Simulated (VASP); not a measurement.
A run of VASP 6.6.1:

The input INCAR:

```
SYSTEM = MoS2
  PREC = Accurate
  ENCUT = 520
  EDIFF = 1E-6
  ISMEAR = 0
  SIGMA = 0.02
  LREAL = .FALSE.
  LASPH = .TRUE.
  NELM = 60
  ALGO = Normal
  ISIF = 2
  LWAVE = .FALSE.
  LCHARG = .FALSE.
  LDIPOL = .TRUE.
  IDIPOL = 3
  DIPOL = 0.5 0.5 0.500
  GGA = PE
  IVDW = 12
  NBANDS = 20
```

File KPOINTS:

```
regular mesh
0
G
  9 9 1
  0 0 0
```

Contents of POSCAR:

```
MoS2
1.0
    3.1542357904      0.0000000000      0.0000000000
   -1.5771178952      2.7316483240      0.0000000000
    0.0000000000      0.0000000000     32.2630185961
S Mo
2 1
Direct
    0.3333333333      0.6666666667      0.4514239486
    0.3333333333      0.6666666667      0.5485760514
    0.6666666667      0.3333333333      0.5000000000
```

Potentials or basis: VASP PAW PBE potentials, release 64 (S, Mo_sv).

Run with:

```bash
$ cat potpaw_PBE.64/S/POTCAR potpaw_PBE.64/Mo_sv/POTCAR > POTCAR
$ mpirun -np 1 vasp_std > vasp.out
```

Hardware: 1 thread of Intel(R) Xeon(R) 6975P-C (Granite Rapids), on a shared host.

Q: How long does it take, and how much memory?

A: Wall time 61 s on 1 thread of Intel(R) Xeon(R) 6975P-C (Granite Rapids) (shared host), peak memory 0.39 GiB. Counts: scf iterations 22, k points 12.
